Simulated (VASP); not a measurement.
Wanted: the native input for a VASP 6.6.1 run.

| Item | Value |
| --- | --- |
| Task | single point |
| Functional | PBEsol |
| Potentials or basis | VASP PAW PBE potentials, release 64 (Re) |
| Cutoff | 520 eV |
| k mesh | 18 × 18 × 18 |
| Occupations | gaussian, width 0.1 eV |
| Spin | no spin polarisation |
| Dipole correction | no |
| Further INCAR settings | ALGO = Fast; EDIFF = 1e-06; NBANDS = 10 |

The structure of Re lies in POSCAR:

```
Re
1.0
    0.0000000000      1.8593368192      1.8593368192
    1.8593368192      0.0000000000      1.8593368192
    1.8593368192      1.8593368192      0.0000000000
Re
1
Direct
    0.0000000000      0.0000000000      0.0000000000
```

This isn't the form of Re at room conditions, which is hcp.

One way to write it, as run:

INCAR

```
PREC = Accurate
ENCUT = 520
EDIFF = 1E-6
ISMEAR = 0
SIGMA = 0.1
LREAL = F
LASPH = T
NELM = 100
ALGO = Fast
ISIF = 2
LWAVE = F
LCHARG = F
GGA = PS
NBANDS = 10
```

KPOINTS

```
regular mesh
0
Gamma
  18 18 18
```

Potentials or basis: VASP PAW PBE potentials, release 64 (Re).

Command:

```bash
$ cat potpaw_PBE.64/Re/POTCAR > POTCAR
$ mpirun -np 1 vasp_std > vasp.out
```

Results of the run:

```yaml
Pressure: 67.3 GPa
Band_gap_on_the_k_mesh: zero (an odd number of electrons rules out a gap without spin polarisation)
```

Caveat: the cell stands under pressure; the PAW data sets were made with another functional, which shifts forces and pressure a little; spin-orbit coupling is left out, which moves the levels of the heavy elements.

Wall time 52 s on 1 thread of Intel Xeon 8259CL, with other jobs on the host, peak memory 0.15 GiB.
